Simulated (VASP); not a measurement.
Input of a VASP 6.6.1 run:

POSCAR

```
LiBe16
1.0
   -2.2900000000     -3.9663960000      0.0000000000
    3.4350000000     -1.9831980000      0.0000000000
    0.0000000000      0.0000000000      7.1768600000
Be Li
16 1
Direct
    0.7019382874      0.4515105322     -0.0457024381
    0.5823181582      0.4890563558      0.1869898535
    0.7352309598      0.4134145264      0.4501690154
    0.4861989786      0.3084121284      0.7410065126
    0.4946926870     -0.0057216148     -0.0144352823
    0.3346979328      1.1578044443      0.3111527883
    0.4765390190     -0.1158444386      0.5043988597
    0.2103846876      0.7521341877      0.7332454583
    0.2651980885      0.4678904287     -0.0205660972
   -0.0381355529      0.2735282631      0.2165989026
    0.2448200238      0.5019906418      0.5073109967
   -0.0315618380      0.3041989493      0.7441694557
   -0.0783901549     -0.0868161440      0.0160376544
    0.7278463115      0.9013589675      0.2871172072
    0.0256319665      0.0003194187      0.5196840958
    0.7255711380      0.8248785752      0.7376484981
    0.1512752632      0.7008792875      0.2494405631
```

The input INCAR.step1:

```
SYSTEM = LiBe16
PREC = Accurate
ENCUT = 520
ISMEAR = -1
SIGMA = 0.1
LREAL = Auto
LASPH = .True.
NELM = 100
NBANDS = 32
GGA = PE
ALGO = Normal
EDIFF = 1E-4
LWAVE = .True.
LCHARG = .False.
```

The input INCAR.step2:

```
SYSTEM = LiBe16
PREC = Accurate
ENCUT = 520
EDIFF = 1E-6
ISMEAR = -1
SIGMA = 0.1
LREAL = Auto
LASPH = .True.
NELM = 100
ALGO = Normal
ISIF = 2
LWAVE = .False.
LCHARG = .False.
METAGGA = R2SCAN
LMIXTAU = .True.
IVDW = 12
VDW_S6 = 1.0
VDW_S8 = 0.78981345
VDW_A1 = 0.49484001
VDW_A2 = 5.73083694
NBANDS = 32
ISTART = 1
```

Contents of KPOINTS:

```
regular mesh
0
Gamma
  2 3 2
  0 0 0
```

Potentials or basis: VASP PAW PBE potentials, release 64 (Be, Li_sv).

The run is started by

```console
$ cat potpaw_PBE.64/Be/POTCAR potpaw_PBE.64/Li_sv/POTCAR > POTCAR
$ cp INCAR.step1 INCAR
$ mpirun -np 1 vasp_std > vasp.out
$ cp INCAR.step2 INCAR
$ mpirun -np 1 vasp_std > vasp.out
```

Question: Predict the largest force.

Answer: 2.868 eV/Å.

Question: Predict the dispersion energy per atom.

Answer: -0.174 eV.

Question: What does it give for the band gap on the k mesh?

Answer: Zero (an odd number of electrons rules out a gap without spin polarisation).

Forces in eV/Å, atoms in the order of the input:
```
Be  -0.585 -2.239 -1.623
Be   0.655  1.060  1.169
Be   0.508  0.413  0.780
Be  -0.155  1.021 -1.609
Be  -0.059  1.606  1.088
Be  -0.381 -0.727 -0.898
Be   0.528 -1.356  1.327
Be   1.128 -1.325  1.977
Be   0.276  1.309  0.384
Be   0.312  0.155 -0.919
Be  -1.508  2.437  0.110
Be  -0.461 -0.226  0.040
Be  -0.767 -1.390 -1.068
Be   0.854 -0.199 -0.314
Be  -0.065  0.452 -1.016
Be  -0.939  0.128  0.625
Li   0.658 -1.120 -0.053
```

Caveat: the k points lie up to 0.69 Å⁻¹ apart, too coarse for converged energies and pressures of a metal; the atoms stand as in a frame of molecular dynamics; the PAW data sets were made with another functional, which shifts forces and pressure a little.
